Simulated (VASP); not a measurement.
BN: electric field gradients with PBEsol

BN:

```
B N
1.0
     2.49562    0.00000    0.00000
    -1.24781    2.16127    0.00000
     0.00000    0.00000    6.63892
B N
2 2
Cartesian
  0.0000 1.4408 1.6597
  1.2478 0.7204 4.9792
  0.0000 1.4408 4.9792
  1.2478 0.7204 1.6597
```

This cell differs from its parent crystal: volume scaled by 0.99.

| Property | Result |
| --- | --- |
| Program | VASP 6.6.1 |
| Task | electric field gradients |
| Functional | PBEsol |
| Potentials or basis | VASP PAW PBE potentials, release 64 (B, N) |
| Cutoff | 520 eV |
| k mesh | 11 × 11 × 4 |
| Occupations | fermi-dirac, width 0.02 eV |
| Spin | no spin polarisation |
| Dipole correction | no |
| Further INCAR settings | ALGO = Normal; EDIFF = 1e-08; NBANDS = 16 |

```json
{
 "Pressure": "3.2 GPa",
 "Band gap on the k mesh": "4.24 eV, indirect (least direct gap 4.62 eV)"
}
```

Stress tensor (GPa, compression positive):
```
4.46 0.00 0.00
0.00 4.46 0.00
0.00 0.00 0.79
```

Levels at points of the mesh, in eV from the valence-band top:
| k point | band 4 | band 5 | band 6 | band 7 | band 8 | band 9 | band 10 | band 11 | band 12 | band 13 |
| --- | --- | --- | --- | --- | --- | --- | --- | --- | --- | --- |
| (0.00, 0.00, 0.00) | -4.20 | -1.32 | -1.32 | -1.29 | -1.29 | 5.03 | 10.18 | 11.56 | 11.56 | 11.69 |
| (0.00, 0.00, 0.50) | -5.41 | -1.30 | -1.30 | -1.30 | -1.30 | 7.44 | 7.44 | 11.62 | 11.62 | 11.62 |

Electric field gradients, principal values (V/Å²):
| atom | least | middle | greatest (by size) |
| --- | --- | --- | --- |
| 1 B | -17.452 | -17.452 | 34.904 |
| 2 B | -17.452 | -17.452 | 34.904 |
| 3 N | -2.596 | -2.597 | 5.194 |
| 4 N | -2.596 | -2.597 | 5.194 |

It took 71 s on 1 thread of AMD EPYC 7R13, on a shared host, peak memory 0.13 GiB.

Caveat: without QUAD_EFG the Cq values of the log hold for a quadrupole moment of 1 mb, not for the nuclei; the PAW data sets were made with another functional, which shifts forces and pressure a little; this functional lacks dispersion, which binds the layers, so the pressure and a relaxed spacing across them are unreliable. A k mesh can miss the band edges.
